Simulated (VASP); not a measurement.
Input of a VASP 6.6.1 run:

POSCAR

```
Ge
1.0
    1.4258553062     -2.6223709723      0.0000000000
    1.4258553062      2.6223709723      0.0000000000
    0.0000000000      0.0000000000      2.5031330195
Ge
1
Direct
    0.5000000000      0.5000000000      0.0000000000
```

Contents of INCAR.step1:

```
SYSTEM = Ge
ALGO = Normal
EDIFF = 1E-4
ENCUT = 520
GGA = PE
ISMEAR = 0
LASPH = .True.
LCHARG = .False.
LREAL = .False.
LWAVE = .True.
NBANDS = 13
NELM = 80
PREC = Accurate
SIGMA = 0.15
```

File INCAR.step2:

```
SYSTEM = Ge
ALGO = Normal
EDIFF = 1E-7
ENCUT = 520
ISIF = 2
ISMEAR = 0
ISTART = 1
LASPH = .True.
LCHARG = .False.
LMIXTAU = .True.
LREAL = .False.
LWAVE = .False.
METAGGA = R2SCAN
NBANDS = 13
NELM = 80
PREC = Accurate
SIGMA = 0.15
```

File KPOINTS:

```
k-points
0
Gamma
  28 28 24
  0 0 0
```

Potentials or basis: VASP PAW PBE potentials, release 64 (Ge_d).

Command:

```console
$ cat potpaw_PBE.64/Ge_d/POTCAR > POTCAR
$ cp INCAR.step1 INCAR
$ mpirun -np 1 vasp_std > vasp.out
$ cp INCAR.step2 INCAR
$ mpirun -np 1 vasp_std > vasp.out
```

Question: What does it give for the band gap on the k mesh?

Answer: Zero (bands 7 and 8 overlap by 10.31 eV).

Question: What does it give for the pressure?

Answer: 1.1 GPa.

Stress tensor (GPa, compression positive):
```
-4.05  0.00  0.00
 0.00 -5.57  0.00
 0.00  0.00 13.00
```

Caveat: the stress differs along the axes, from -6 to 13 GPa; the PAW data sets were made with another functional, which shifts forces and pressure a little.
